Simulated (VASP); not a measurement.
# LiNbO3 (R-3c) in VASP: notebook

LiNbO3 is run at these levels: PBE; tasks: single point.

Program: VASP 6.6.1. These are calculated values, not measurements. Logs are shortened: lines on timing, memory, paths and dates and some standing lists are left out, and cuts for length are marked.

### 1 The cell of the first run

The structure is trigonal, space group R-3c (No. 167). The conventional cell has a = 5.467 Å, b = 5.467 Å, c = 13.795 Å, α = 90.00°, β = 90.00°, γ = 120.00°. Within 2.9 Å of Li (site symmetry 32) lie 9 O at 2.08 to 2.86 Å. Within 2.7 Å of Nb (site symmetry -3) lie 6 O at 2.06 Å. O (site symmetry 2) has 2 Nb at 2.06 Å and 1 Li at 2.08 Å within 2.7 Å.

### 2 Single point, PBE

INCAR

```
SYSTEM = LiNbO3
ALGO = Normal ; EDIFF = 1E-6
ENCUT = 520 ; GGA = PE
ISIF = 2 ; ISMEAR = 0
LASPH = .TRUE. ; LCHARG = .FALSE.
LREAL = .FALSE. ; LWAVE = .FALSE.
NBANDS = 45 ; NELM = 60
PREC = Accurate ; SIGMA = 0.05
```

KPOINTS

```
k-points
0
G
  6 6 6
  0 0 0
```

POSCAR

```
LiNbO3
1.0
    2.7334000000      1.5781292259      4.5984740720
   -2.7334000000      1.5781292259      4.5984740720
    0.0000000000     -3.1562584515      4.5984740721
Li Nb O
2 2 6
Direct
    0.2500000000      0.2500000000      0.2500000000
    0.7500000000      0.7500000000      0.7500000000
    0.0000000000      0.0000000000      0.0000000000
    0.5000000000      0.5000000000      0.5000000000
    0.1303353734      0.3696646266      0.7500000000
    0.7500000000      0.1303353734      0.3696646266
    0.3696646266      0.7500000000      0.1303353734
    0.8696646266      0.6303353734      0.2500000000
    0.2500000000      0.8696646266      0.6303353734
    0.6303353734      0.2500000000      0.8696646266
```

Potentials or basis: VASP PAW PBE potentials, release 64 (Li_sv, Nb_sv, O).

The run is started by

```bash
cat potpaw_PBE.64/Li_sv/POTCAR potpaw_PBE.64/Nb_sv/POTCAR potpaw_PBE.64/O/POTCAR > POTCAR
mpirun -np 1 vasp_std > vasp.out
```

OUTCAR:

```text
SYSTEM = LiNbO3
   EDIFF = 1E-6
   ENCUT = 520
   GGA = PE
   ISIF = 2
   ISMEAR = 0
   LASPH = .TRUE.
   LREAL = .FALSE.
   NELM = 60
   PREC = Accurate

 ion  position               nearest neighbor table
   1  0.250  0.250  0.250-   9 2.08  10 2.08   8 2.08
   2  0.750  0.750  0.750-   6 2.08   7 2.08   5 2.08
   3  0.000  0.000  0.000-   6 2.06   9 2.06   8 2.06   5 2.06   7 2.06  10 2.06
   4  0.500  0.500  0.500-   7 2.06  10 2.06   8 2.06   5 2.06   9 2.06   6 2.06
   5  0.130  0.370  0.750-   3 2.06   4 2.06   2 2.08
   6  0.750  0.130  0.370-   3 2.06   4 2.06   2 2.08
   7  0.370  0.750  0.130-   4 2.06   3 2.06   2 2.08
   8  0.870  0.630  0.250-   3 2.06   4 2.06   1 2.08
   9  0.250  0.870  0.630-   3 2.06   4 2.06   1 2.08
  10  0.630  0.250  0.870-   4 2.06   3 2.06   1 2.08

  LATTYP: Found a trigonal (rhomboedric) cell.
 ALAT       =     5.5774484493
 COS(alpha) =     0.5196417588

  Lattice vectors:

 A1 = (   2.7334000000,   1.5781292259,   4.5984740720)
 A2 = (  -2.7334000000,   1.5781292259,   4.5984740720)
 A3 = (   0.0000000000,  -3.1562584515,   4.5984740721)

Analysis of symmetry for initial positions (statically):
=====================================================================
 Subroutine PRICEL returns:
 Original cell was already a primitive cell.

 Routine SETGRP: Setting up the symmetry group for a
 trigonal (rhombohedral) supercell.

 Subroutine GETGRP returns: Found 12 space group operations
 (whereof  6 operations were pure point group operations)
 out of a pool of 12 trial point group operations.

The static configuration has the point symmetry S_6 .
 The point group associated with its full space group is D_3d.

Analysis of symmetry for dynamics (positions and initial velocities):
=====================================================================
 Subroutine PRICEL returns:
 Original cell was already a primitive cell.

 Routine SETGRP: Setting up the symmetry group for a
 trigonal (rhombohedral) supercell.

 Subroutine GETGRP returns: Found 12 space group operations
 (whereof  6 operations were pure point group operations)
 out of a pool of 12 trial point group operations.

The dynamic configuration has the point symmetry S_6 .
 The point group associated with its full space group is D_3d.

 Subroutine INISYM returns: Found 12 space group operations
 (whereof  6 operations are pure point group operations),
 and found     1 'primitive' translations

[... 112 lines left out ...]
   EDIFFG = 0.1E-04   stopping-criterion for IOM
   NSW    =      0    number of steps for IOM
   IBRION =     -1    ionic relax: 0-MD 1-quasi-New 2-CG
   NFREE  =      0    steps in history (QN), initial steepest desc. (CG)
   ISIF   =      2    stress and relaxation
   ISYM   =      2    0-nonsym 1-usesym 2-fastsym
   POTIM  = 0.5000    time-step for ionic-motion
   TEBEG  =    0.0;   TEEND  =   0.0 temperature during run
   PSTRESS=    0.0 pullay stress
   NELECT =      68.0000    total number of electrons
   NUPDOWN=      -1.0000    fix difference up-down
   EMIN   =  10.00;   EMAX   =-10.00  energy-range for DOS
   EFERMI =   0.00;   METHOD = LEGACY
   ISMEAR =     0;   SIGMA  =   0.05  broadening in eV -4-tet -1-fermi 0-gaus
   EFERMI_NEDOS =   21; number of points for ismear=-14 and -15
   IALGO  =     38    algorithm
   IMIX   =      4    mixing-type and parameters
     AMIX     =   0.40;   BMIX     =  1.00
     AMIX_MAG =   1.60;   BMIX_MAG =  1.00
  volume/ion in A,a.u.               =      11.90        80.32
  Fermi-wavevector in a.u.,A,eV,Ry     =   1.358441  2.567082 25.107686  1.845363
  Thomas-Fermi vector in A             =   2.485274
   LORBIT       =      0    0 simple, 1 ext, 2 COOP (PROOUT), +10 PAW based schemes
   GGA     = PE    functional components
   LHFCALC =     F    Hartree Fock is set to
   AEXX    =    0.0000 exact exchange contribution
   IVDW    =     0    specifies the selected vdW correction
   LEPSILON=     F    determine dielectric tensor
   LRPA    =     F    only Hartree local field effects (RPA)
 non-spin polarized calculation
 Gauss-broadening in eV      SIGMA  =   0.05
  energy-cutoff  :      520.00
  volume of cell :      119.02
 maximum number of plane-waves:      3226
 NGX is ok and might be reduce to    42
   NGX = 21   NGY = 21   NGZ = 21

 number of electron      68.0000018 magnetization

 Free energy of the ion-electron system (eV)
  ---------------------------------------------------
  ext. energy  EPLUGINS =         0.00000000
  ---------------------------------------------------
  free energy    TOTEN  =       -79.10277391 eV

  energy without entropy =      -79.10277391  energy(sigma->0) =      -79.10277391

 E-fermi :   3.2041     XC(G=0): -10.2506

 val. band max:        2.8045970908   @ k =   0.0000   0.0000   0.0000
 cond. band min:       4.9868969275   @ k =   0.5000   0.5000  -0.0000
 fundamental gap:      2.1822998367
 Fermi energy:         3.2040991394

 k-point     1 :       0.0000    0.0000    0.0000
  band No.  band energies     occupation
      1     -52.1625      2.00000
      2     -52.1541      2.00000
      3     -40.4430      2.00000
      4     -40.4419      2.00000
      5     -28.2237      2.00000
      6     -28.2237      2.00000
[... 1141 lines left out ...]
     44      11.5542      0.00000
     45      12.2323      0.00000

 [... further k-points ...]
[... 5 lines left out ...]
  --------------------------------------------------------------------------------------
  -------------------------------------------------------------------------------------
  Total      -13.8053413    -13.8053413     -7.8669457     -0.0000000      0.0000000      0.0000000
  in kB     -185.8433330   -185.8433330   -105.9024451     -0.0000000      0.0000000      0.0000000
  external PRESSURE =    -159.1963704 kB  Pullay stress =       0.0000000 kB

 VOLUME and BASIS-vectors are now :
 -----------------------------------------------------------------------------
  energy-cutoff  :      520.00
  volume of cell :      119.02
      direct lattice vectors                 reciprocal lattice vectors
     2.733400000  1.578129226  4.598474072     0.182922368  0.105610278  0.072487814
    -2.733400000  1.578129226  4.598474072    -0.182922368  0.105610278  0.072487814
     0.000000000 -3.156258451  4.598474072     0.000000000 -0.211220557  0.072487814

 POSITION                                       TOTAL-FORCE (eV/Angst)
 -----------------------------------------------------------------------------------
      0.00000      0.00000      3.44886        -0.000000     -0.000000     -0.000000
      0.00000      0.00000     10.34657        -0.000000     -0.000000     -0.000000
      0.00000      0.00000      0.00000        -0.000000     -0.000000     -0.000000
      0.00000      0.00000      6.89771        -0.000000     -0.000000     -0.000000
     -0.65418     -1.57813      5.74809         0.671698     -0.000000      0.000000
      1.69379      0.22253      5.74809        -0.335849      0.581707     -0.000000
     -1.03961      1.35560      5.74809        -0.335849     -0.581707      0.000000
      0.65418      1.57813      8.04733        -0.671698     -0.000000      0.000000
     -1.69379     -0.22253      8.04733         0.335849     -0.581707      0.000000
      1.03961     -1.35560      8.04733         0.335849      0.581707     -0.000000
 -----------------------------------------------------------------------------------
    total drift:                               -0.000000      0.000000     -0.000000

  FREE ENERGIE OF THE ION-ELECTRON SYSTEM (eV)
  ---------------------------------------------------
  free  energy   TOTEN  =       -79.1027739079 eV

  energy  without entropy=      -79.1027739079  energy(sigma->0) =      -79.10277391
```

Run time: 3.1 min. Hardware: 1 thread of AMD EPYC 9R45 (Zen 5), shared host; peak memory 0.3 GiB.

Results:

```yaml
Free_energy: -79.1028 eV
Largest_force: 0.672 eV/Å
Band_gap_on_the_k_mesh: 2.18 eV (least direct gap 2.25 eV)
```

Forces in eV/Å, atoms in the order of the input:
```
Li   0.000  0.000  0.000
Li   0.000  0.000  0.000
Nb   0.000  0.000  0.000
Nb   0.000  0.000  0.000
O    0.672  0.000  0.000
O   -0.336  0.582  0.000
O   -0.336 -0.582  0.000
O   -0.672  0.000  0.000
O    0.336 -0.582  0.000
O    0.336  0.582  0.000
```

Levels at points of the mesh, in eV from the valence-band top:
```tsv
k point	band 30	band 31	band 32	band 33	band 34	band 35	band 36	band 37	band 38	band 39
(0.00, 0.00, 0.00)	-0.26	-0.26	-0.22	-0.22	0.00	2.25	2.25	2.25	3.98	3.98
(0.50, 0.00, 0.00)	-0.49	-0.20	-0.20	-0.20	-0.20	3.62	3.62	3.62	3.62	3.75
(0.50, 0.50, 0.00)	-1.11	-1.06	-0.46	-0.28	-0.19	2.18	3.09	3.37	3.83	4.32
(0.50, 0.50, 0.50)	-0.58	-0.33	-0.33	-0.33	-0.33	3.50	3.50	3.84	3.84	3.84
```

Caveat: the cutoff is under 1.25 times the usual one of these potentials, so pressure, stress and relaxed cells hold a basis-set (Pulay) error.

### 3 Single point, PBE

This run uses another cell than the first one, of 11.95 Å³/atom.

INCAR

```
PREC     = Accurate       # precision mode
ENCUT    = 520            # plane-wave cutoff, eV
EDIFF    = 1E-6           # SCF threshold, eV
ISMEAR   = 0              # smearing method
SIGMA    = 0.05           # smearing width, eV
LREAL    = F              # projectors in reciprocal space
LASPH    = T              # aspherical terms in the spheres
NELM     = 60             # most SCF steps
ALGO     = Normal         # electronic algorithm
ISIF     = 2              # what is computed and relaxed
LWAVE    = F              # write WAVECAR
LCHARG   = F              # write CHGCAR
GGA      = PE             # functional
NBANDS   = 45             # bands
```

KPOINTS

```
regular mesh
0
Gamma
  6 6 6
```

Changes to POSCAR since step 2:

```diff
@@ -2,5 +2,5 @@
 1.0
-    2.7334000000      1.5781292259      4.5984740720
-   -2.7334000000      1.5781292259      4.5984740720
-    0.0000000000     -3.1562584515      4.5984740721
+    2.6724500000      1.5429397270      4.8284000000
+   -2.6724500000      1.5429397270      4.8284000000
+    0.0000000000     -3.0858794537      4.8284000000
 Li Nb O
```

Potentials or basis: VASP PAW PBE potentials, release 64 (Li_sv, Nb_sv, O).

The run is started by

```bash
cat potpaw_PBE.64/Li_sv/POTCAR potpaw_PBE.64/Nb_sv/POTCAR potpaw_PBE.64/O/POTCAR > POTCAR
mpirun -np 1 vasp_std > vasp.out
```

It took 5.1 min on 1 thread of AMD EPYC 9R45 (Zen 5), shared host; peak memory 0.35 GiB.

The run converged. Its results:

- Free energy: -79.1447 eV
- Largest force: 0.562 eV/Å
- Band gap on the k mesh: 2.15 eV (least direct gap 2.31 eV)

Forces on the atoms (eV/Å):
```
Li   0.000  0.000  0.000
Li   0.000  0.000  0.000
Nb   0.000  0.000  0.000
Nb   0.000  0.000  0.000
O    0.562  0.000  0.000
O   -0.281  0.487  0.000
O   -0.281 -0.487  0.000
O   -0.562  0.000  0.000
O    0.281 -0.487  0.000
O    0.281  0.487  0.000
```

Levels at points of the mesh, in eV from the valence-band top:
```csv
k point,band 31,band 32,band 33,band 34,band 35,band 36,band 37,band 38
"(0.00, 0.00, 0.00)",-0.20,-0.15,-0.13,-0.13,2.19,2.19,2.42,3.94
"(0.50, 0.00, 0.00)",-0.27,-0.27,-0.21,-0.21,3.54,3.54,3.57,3.57
"(0.50, 0.50, 0.00)",-1.00,-0.37,-0.36,-0.22,2.15,3.10,3.38,3.72
"(0.50, 0.50, 0.50)",-0.22,-0.22,-0.22,-0.22,3.71,3.71,3.80,3.80
```

Caveat: the cutoff is under 1.25 times the usual one of these potentials, so pressure, stress and relaxed cells hold a basis-set (Pulay) error. A k mesh can miss the band edges.

(Continued in part 2 of 2.)
